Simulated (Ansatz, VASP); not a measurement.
This is a calculation of Ag for Ansatz 0.2.0.

input.yaml

```yaml
crystal:
  lattice:
    - [0.0, 2.0696313722, 2.0696313722]
    - [2.0696313722, 0.0, 2.0696313722]
    - [2.0696313722, 2.0696313722, 0.0]
  atoms:
    - { symbol: Ag, position: [0.0, 0.0, 0.0], spin: -0.36 }
kpoints:
  mp_grid: { grid: [11, 11, 11] }
scf:
  occupations: { method: fermi_dirac, width: 0.025 }
hamiltonian:
  xc: lda
  pseudopotentials: { kind: all_electron, lapw: { basis_error: 0.001 } }
magnetization:
  spin_polarized: true
output:
  forces: true
  stress: true
  eigenvalues: true
```

Potentials or basis: all-electron LAPW, scalar-relativistic.

Run with:

```bash
$ ansatz run input.yaml --threads 1 --pin off --max-ram 2560MiB --backend cpu --events-out ev --progress --plain --runs-dir out
```

**Question.** Translate it to VASP 6.6.1. Potentials there: VASP PAW LDA potentials, release 64 (Ag).

**Answer.** As run (the cutoff follows the program's own potentials):

File INCAR:

```
SYSTEM = Ag
  PREC = Accurate
  ENCUT = 520
  EDIFF = 1E-7
  ISMEAR = -1
  SIGMA = 0.025
  LREAL = .False.
  LASPH = .True.
  NELM = 150
  ALGO = Normal
  ISIF = 2
  LWAVE = .False.
  LCHARG = .False.
  ISPIN = 2
  MAGMOM = -0.36
  LORBIT = 11
  LMAXMIX = 4
  GGA = CA
  NBANDS = 16
```

KPOINTS

```
Automatic mesh
0
Gamma
  11 11 11
  0 0 0
```

File POSCAR:

```
Ag
1.0
    0.0000000000      2.0696313722      2.0696313722
    2.0696313722      0.0000000000      2.0696313722
    2.0696313722      2.0696313722      0.0000000000
Ag
1
Direct
    0.0000000000      0.0000000000      0.0000000000
```

Potentials or basis: VASP PAW LDA potentials, release 64 (Ag).

Command:

```console
$ cat potpaw_LDA.64/Ag/POTCAR > POTCAR
$ mpirun -np 1 vasp_std > vasp.out
```

Both were run:

|  | VASP | Ansatz | Ansatz less VASP |
| --- | --- | --- | --- |
| gap on the k mesh at the Fermi level (eV) | none | none | - |
| pressure (GPa) | -10.8 | -10.9 | -0.16 |
| net moment per atom (μB) | 0.00 | 0.00 | 0.000 |

LDA's correlation is that of Perdew and Zunger in VASP and of Perdew and Wang (1992) in Ansatz. A gap of «none» marks a metal or a gap that the smearing closes. Ansatz ran all-electron here, and VASP with PAW potentials.
